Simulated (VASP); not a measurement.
# NbAs (F-43m) in VASP: a series of runs, part 2 of 2

VASP 6.6.1. Earlier steps stand in the parts before.

## 3. Single point, r2SCAN, collinear spin

This run uses another cell than the first one, of 25.05 Å³/atom.

POSCAR

```
NbAs
1.0
    0.0000000000      2.9260237293      2.9260237293
    2.9260237293      0.0000000000      2.9260237293
    2.9260237293      2.9260237293      0.0000000000
Nb As
1 1
Direct
    0.0000000000      0.0000000000      0.0000000000
    0.2500000000      0.2500000000      0.2500000000
```

INCAR.step1

```
  PREC = Accurate
  ENCUT = 520
  ISMEAR = 0
  SIGMA = 0.1
  LREAL = False
  LASPH = True
  NELM = 150
  ISPIN = 2
  MAGMOM = 0.21 -0.01
  NUPDOWN = 0.25
  LMAXMIX = 4
  NBANDS = 20
  GGA = PE
  ALGO = Normal
  EDIFF = 1E-4
  LWAVE = True
  LCHARG = False
```

INCAR.step2

```
  PREC = Accurate
  ENCUT = 520
  EDIFF = 1E-6
  ISMEAR = 0
  SIGMA = 0.1
  LREAL = False
  LASPH = True
  NELM = 150
  ALGO = Normal
  ISIF = 2
  LWAVE = False
  LCHARG = False
  ISPIN = 2
  MAGMOM = 0.21 -0.01
  LORBIT = 11
  NUPDOWN = 0.25
  LMAXMIX = 4
  METAGGA = R2SCAN
  LMIXTAU = True
  NBANDS = 20
  ISTART = 1
```

KPOINTS

```
regular mesh
0
Gamma
  12 12 12
```

Potentials or basis: VASP PAW PBE potentials, release 64 (Nb_sv, As).

The run is started by

```sh
$ cat potpaw_PBE.64/Nb_sv/POTCAR potpaw_PBE.64/As/POTCAR > POTCAR
$ cp INCAR.step1 INCAR
$ mpirun -np 1 vasp_std > vasp.out
$ cp INCAR.step2 INCAR
$ mpirun -np 1 vasp_std > vasp.out
```

It took 7 min on 1 thread of Intel Xeon 8259CL, shared host; peak memory 0.29 GiB.

The run converged. Its results:

```yaml
Free_energy: -39.1854 eV
Pressure: -3.1 GPa
Net_moment: 0.25 μB per cell
Site_moments: Nb +0.22; As -0.01 μB
Valence_electrons_inside_the_program's_atomic_spheres: Nb 10.58; As 2.97
```

Caveat: the cell stands under tension; the PAW data sets were made with another functional, which shifts forces and pressure a little; the total moment is fixed, so each spin has its own Fermi level.

## 4. Single point, r2SCAN, collinear spin

This run uses another cell than the first one, of 25.05 Å³/atom.

POSCAR is that of step 3.

INCAR.step1

```
SYSTEM = NbAs
PREC     = Accurate       ! precision mode
ENCUT    = 520            ! plane-wave cutoff, eV
ISMEAR   = 0              ! smearing method
SIGMA    = 0.1            ! smearing width, eV
LREAL    = .FALSE.        ! projectors in reciprocal space
LASPH    = .TRUE.         ! aspherical terms in the spheres
NELM     = 150            ! most SCF steps
ISPIN    = 2              ! spin polarisation
MAGMOM   = 0.41 -0.03     ! initial moments
NUPDOWN  = 0.5            ! fixed moment
LMAXMIX  = 4              ! l up to which the mixer works
NBANDS   = 20             ! bands
GGA      = PE             ! functional
ALGO     = Normal         ! electronic algorithm
EDIFF    = 1E-4           ! SCF threshold, eV
LWAVE    = .TRUE.         ! write WAVECAR
LCHARG   = .FALSE.        ! write CHGCAR
```

INCAR.step2

```
SYSTEM = NbAs
PREC     = Accurate       ! precision mode
ENCUT    = 520            ! plane-wave cutoff, eV
EDIFF    = 1E-6           ! SCF threshold, eV
ISMEAR   = 0              ! smearing method
SIGMA    = 0.1            ! smearing width, eV
LREAL    = .FALSE.        ! projectors in reciprocal space
LASPH    = .TRUE.         ! aspherical terms in the spheres
NELM     = 150            ! most SCF steps
ALGO     = Normal         ! electronic algorithm
ISIF     = 2              ! what is computed and relaxed
LWAVE    = .FALSE.        ! write WAVECAR
LCHARG   = .FALSE.        ! write CHGCAR
ISPIN    = 2              ! spin polarisation
MAGMOM   = 0.41 -0.03     ! initial moments
LORBIT   = 11             ! projections on sites
NUPDOWN  = 0.5            ! fixed moment
LMAXMIX  = 4              ! l up to which the mixer works
METAGGA  = R2SCAN         ! meta-GGA
LMIXTAU  = .TRUE.       
NBANDS   = 20             ! bands
ISTART   = 1
```

KPOINTS

```
Automatic mesh
0
G
  12 12 12
  0 0 0
```

The run is started by

```sh
$ cat potpaw_PBE.64/Nb_sv/POTCAR potpaw_PBE.64/As/POTCAR > POTCAR
$ cp INCAR.step1 INCAR
$ mpirun -np 1 vasp_std > vasp.out
$ cp INCAR.step2 INCAR
$ mpirun -np 1 vasp_std > vasp.out
```

Wall time 8.4 min (1 thread of Intel Xeon 8259CL, shared host); peak memory 0.29 GiB.

It converged, with:

```yaml
Free_energy: -39.1998 eV
Pressure: -2.7 GPa
Net_moment: 0.50 μB per cell
Site_moments: Nb +0.43; As -0.03 μB
Valence_electrons_inside_the_program's_atomic_spheres: Nb 10.58; As 2.97
```

Caveat: the PAW data sets were made with another functional, which shifts forces and pressure a little; the total moment is fixed, so each spin has its own Fermi level.

## 5. Single point, r2SCAN, collinear spin

This run uses another cell than the first one, of 25.05 Å³/atom.

POSCAR is that of step 4.

INCAR.step1, as its differences from that of step 4:

```diff
@@ -9,4 +9,4 @@
 ISPIN    = 2              ! spin polarisation
-MAGMOM   = 0.41 -0.03     ! initial moments
-NUPDOWN  = 0.5            ! fixed moment
+MAGMOM   = 0.6 -0.04      ! initial moments
+NUPDOWN  = 0.75           ! fixed moment
 LMAXMIX  = 4              ! l up to which the mixer works
```

INCAR.step2, as its differences from that of step 4:

```diff
@@ -3,3 +3,3 @@
 ENCUT    = 520            ! plane-wave cutoff, eV
-EDIFF    = 1E-6           ! SCF threshold, eV
+EDIFF    = 1E-7           ! SCF threshold, eV
 ISMEAR   = 0              ! smearing method
@@ -14,5 +14,5 @@
 ISPIN    = 2              ! spin polarisation
-MAGMOM   = 0.41 -0.03     ! initial moments
+MAGMOM   = 0.6 -0.04      ! initial moments
 LORBIT   = 11             ! projections on sites
-NUPDOWN  = 0.5            ! fixed moment
+NUPDOWN  = 0.75           ! fixed moment
 LMAXMIX  = 4              ! l up to which the mixer works
```

KPOINTS is that of step 4.

Potentials or basis: VASP PAW PBE potentials, release 64 (Nb_sv, As).

The run is started by

```sh
$ cat potpaw_PBE.64/Nb_sv/POTCAR potpaw_PBE.64/As/POTCAR > POTCAR
$ cp INCAR.step1 INCAR
$ mpirun -np 1 vasp_std > vasp.out
$ cp INCAR.step2 INCAR
$ mpirun -np 1 vasp_std > vasp.out
```

OUTCAR:

```text
SYSTEM = NbAs
   PREC = Accurate
   ENCUT = 520
   EDIFF = 1E-7
   ISMEAR = 0
   LREAL = .FALSE.
   LASPH = .TRUE.
   NELM = 150
   ISIF = 2
   ISPIN = 2
   LORBIT = 11
   NUPDOWN = 0.75
   METAGGA = R2SCAN
   ISTART = 1

 ion  position               nearest neighbor table
   1  0.000  0.000  0.000-   2 2.53   2 2.53   2 2.53   2 2.53
   2  0.250  0.250  0.250-   1 2.53   1 2.53   1 2.53   1 2.53

  LATTYP: Found a face centered cubic cell.
 ALAT       =     5.8520474586

  Lattice vectors:

 A1 = (   0.0000000000,   2.9260237293,   2.9260237293)
 A2 = (   2.9260237293,   0.0000000000,   2.9260237293)
 A3 = (   2.9260237293,   2.9260237293,   0.0000000000)

Analysis of symmetry for initial positions (statically):
=====================================================================
 Subroutine PRICEL returns:
 Original cell was already a primitive cell.

 Routine SETGRP: Setting up the symmetry group for a
 face centered cubic supercell.

 Subroutine GETGRP returns: Found 24 space group operations
 (whereof 24 operations were pure point group operations)
 out of a pool of 48 trial point group operations.
[... 743 lines left out ...]
  band No.  band energies     occupation
      1     -51.3745      1.00000
      2     -26.6849      1.00000
      3     -26.6849      1.00000
      4     -26.6849      1.00000
      5      -6.5852      1.00000
      6       2.1093      1.00000
[... 541 lines left out ...]
     19      19.5484      0.00000
     20      19.5648      0.00000

 [... further k-points ...]
[... 5 lines left out ...]
  --------------------------------------------------------------------------------------
  -------------------------------------------------------------------------------------
  Total       -0.6763416     -0.6763416     -0.6763416     -0.0000000     -0.0000000      0.0000000
  in kB      -21.6278414    -21.6278414    -21.6278414     -0.0000000     -0.0000000      0.0000000
  external PRESSURE =     -21.6278414 kB  Pullay stress =       0.0000000 kB

 VOLUME and BASIS-vectors are now :
 -----------------------------------------------------------------------------
  energy-cutoff  :      520.00
  volume of cell :       50.10
      direct lattice vectors                 reciprocal lattice vectors
     0.000000000  2.926023729  2.926023729    -0.170880364  0.170880364  0.170880364
     2.926023729  0.000000000  2.926023729     0.170880364 -0.170880364  0.170880364
     2.926023729  2.926023729  0.000000000     0.170880364  0.170880364 -0.170880364

 POSITION                                       TOTAL-FORCE (eV/Angst)
 -----------------------------------------------------------------------------------
      0.00000      0.00000      0.00000         0.000000     -0.000000     -0.000000
      1.46301      1.46301      1.46301        -0.000000      0.000000      0.000000
 -----------------------------------------------------------------------------------
    total drift:                                0.000000      0.000000      0.000000

  FREE ENERGIE OF THE ION-ELECTRON SYSTEM (eV)
  ---------------------------------------------------
  free  energy   TOTEN  =       -39.2223216467 eV

  energy  without entropy=      -39.2085702439  energy(sigma->0) =      -39.21544595

 total charge

# of ion       s       p       d       tot
------------------------------------------
    1        2.157   5.972   2.463  10.592
    2        1.207   1.706   0.060   2.973
--------------------------------------------------
tot          3.364   7.678   2.523  13.565

 magnetization (x)

# of ion       s       p       d       tot
------------------------------------------
    1        0.007   0.002   0.635   0.644
    2       -0.007  -0.054   0.016  -0.045
--------------------------------------------------
tot          0.000  -0.052   0.651   0.599
```

Wall time 6.8 min (1 thread of Intel Xeon 8259CL, shared host); peak memory 0.3 GiB.

What came out:

| Property | Result |
| --- | --- |
| Free energy | -39.2223 eV |
| Pressure | -2.2 GPa |
| Net moment | 0.75 μB per cell |
| Site moments | Nb +0.64; As -0.04 μB |
| Valence electrons inside the program's atomic spheres | Nb 10.59; As 2.97 |

Caveat: the PAW data sets were made with another functional, which shifts forces and pressure a little; the total moment is fixed, so each spin has its own Fermi level.

## 6. The runs side by side

```tsv
fixed moment (μB)	cell	cutoff (eV)	pressure (GPa)	moment (μB)
-	a = 4.025 Å, angles 60.0°, 2 atoms	550	5.5	0.00
0.25	a = 4.138 Å, angles 60.0°, 2 atoms	520	-3.1	0.25
0.5	a = 4.138 Å, angles 60.0°, 2 atoms	520	-2.7	0.50
0.75	a = 4.138 Å, angles 60.0°, 2 atoms	520	-2.2	0.75
```

Alike in all rows: task single point; level r2SCAN; potentials or basis VASP PAW PBE potentials, release 64 (Nb_sv, As); spin collinear; k mesh 12 × 12 × 12; smearing gaussian 0.1 eV.

Caveats: the PAW data sets were made with another functional, which shifts forces and pressure a little; the total moment is fixed, so each spin has its own Fermi level (at least some runs); the cell stands under pressure (at least some runs); the cell stands under tension (at least some runs).

Absolute energies hang on the potentials; compare differences alone.
